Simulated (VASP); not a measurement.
Set up this calculation in VASP 6.6.1, as the native input.

```
Task                   : single point
Functional             : r2SCAN
Potentials or basis    : VASP PAW PBE potentials, release 64 (La, Zn)
Cutoff                 : 520 eV
k mesh                 : 9 × 9 × 9
Occupations            : fermi-dirac, width 0.1 eV
Spin                   : no spin polarisation
Dipole correction      : no
Further INCAR settings : ALGO = Normal; EDIFF = 1e-06; NBANDS = 18
```

The system is LaZn.

```
La Zn
1.0
     3.68149    0.00000    0.00000
     0.00000    3.68149    0.00000
     0.00000    0.00000    3.68149
La Zn
1 1
Direct
  0.50000 0.50000 0.50000
  0.00000 0.00000 0.00000
```

One way to write it, as run:

POSCAR

```
LaZn
1.0
    3.6814948500      0.0000000000      0.0000000000
    0.0000000000      3.6814948500      0.0000000000
    0.0000000000      0.0000000000      3.6814948500
La Zn
1 1
Direct
    0.5000000000      0.5000000000      0.5000000000
    0.0000000000      0.0000000000      0.0000000000
```

INCAR.step1

```
SYSTEM = LaZn
ALGO = Normal
EDIFF = 1E-4
ENCUT = 520
GGA = PE
ISMEAR = -1
LASPH = .TRUE.
LCHARG = .FALSE.
LREAL = .FALSE.
LWAVE = .TRUE.
NBANDS = 18
NELM = 60
PREC = Accurate
SIGMA = 0.1
```

INCAR.step2

```
SYSTEM = LaZn
ALGO = Normal
EDIFF = 1E-6
ENCUT = 520
ISIF = 2
ISMEAR = -1
ISTART = 1
LASPH = .TRUE.
LCHARG = .TRUE.
LELF = .TRUE.
LMIXTAU = .TRUE.
LREAL = .FALSE.
LVHAR = .TRUE.
LWAVE = .FALSE.
METAGGA = R2SCAN
NBANDS = 18
NELM = 60
PREC = Accurate
SIGMA = 0.1
```

KPOINTS

```
k-points
0
G
  9 9 9
  0 0 0
```

Potentials or basis: VASP PAW PBE potentials, release 64 (La, Zn).

Run with:

```console
$ cat potpaw_PBE.64/La/POTCAR potpaw_PBE.64/Zn/POTCAR > POTCAR
$ cp INCAR.step1 INCAR
$ mpirun -np 1 vasp_std > vasp.out
$ cp INCAR.step2 INCAR
$ mpirun -np 1 vasp_std > vasp.out
```

It gave:

```yaml
Pressure: 3.3 GPa
```

Caveat: the PAW data sets were made with another functional, which shifts forces and pressure a little.

Run time: 2.3 min on 1 thread of Intel Xeon 6975P-C, with other jobs on the host, peak memory 0.2 GiB.
